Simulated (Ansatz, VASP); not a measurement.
# Two plane-wave programs on HfSc2

```
Hf Sc
1.0
    -1.86859    1.86859    5.05123
     1.86859   -1.86859    5.05123
     1.86859    1.86859   -5.05123
Hf Sc
1 2
Direct
  0.00000 0.00000 0.00000
  0.66542 0.66542 0.00000
  0.33458 0.33458 0.00000
```

Alike in both runs: functional PBE; k mesh 18 × 18 × 18; occupations gaussian, width 0.1 eV; no spin polarisation.

Ansatz relaxed the structure, and its values are those at the end. VASP's run is a single point on that final structure, the one shown.

|  | VASP | Ansatz |
| --- | --- | --- |
| version | VASP 6.6.1 | Ansatz 0.2.0 |
| potentials or method | VASP PAW PBE potentials, release 64 (Hf_pv, Sc_sv), cutoff 520 eV | scalar-relativistic, plane waves, PAW |
| valence electrons in the cell | 32 | 48 |

|  | VASP | Ansatz | Ansatz less VASP |
| --- | --- | --- | --- |
| gap on the k mesh at the Fermi level (eV) | none | none | - |
| pressure (GPa) | 0.0 | 0.0 | +0.04 |

A gap of «none» marks a metal or a gap that the smearing closes. VASP's potentials hold 32 valence electrons a cell and Ansatz's 48, so a difference there can come from the potentials and not from the codes.

Spin-orbit coupling is off throughout.
